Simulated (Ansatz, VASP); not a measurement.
**Ti: VASP beside Ansatz**

```
CELL_PARAMETERS angstrom
2.93970 0.00000 0.00000
0.00000 4.65409 0.00000
0.00000 0.00000 21.94030
ATOMIC_POSITIONS crystal
Ti 0.75000 0.75000 0.36868
Ti 0.25000 0.25000 0.40733
Ti 0.25000 0.75000 0.47881
Ti 0.75000 0.25000 0.52119
Ti 0.75000 0.75000 0.59267
Ti 0.25000 0.25000 0.63132
```

Alike in both runs: functional PBE; k mesh 12 × 8 × 1; occupations fermi-dirac, width 0.1 eV; no spin polarisation.

Ansatz relaxed the structure, and its values are those at the end. VASP's run is a single point on that final structure, the one shown.

```csv
,VASP,Ansatz
version,VASP 6.6.1,Ansatz 0.2.0
potentials or method,"VASP PAW PBE potentials, release 64 (Ti_sv)","PAW with Ansatz's default frozen-core files, scalar-relativistic"
plane-wave cutoff (eV),520,420
valence electrons in the cell,72,72
```

|  | VASP | Ansatz | Ansatz less VASP |
| --- | --- | --- | --- |
| rms of the force components (eV/Å) | 0.007 | 0.000 | -0.0068 |

The functional is the same, so the differences come from potentials, cutoffs and numerics. Ansatz's warnings: stress scf threshold loose, xc potential rough in thin density.
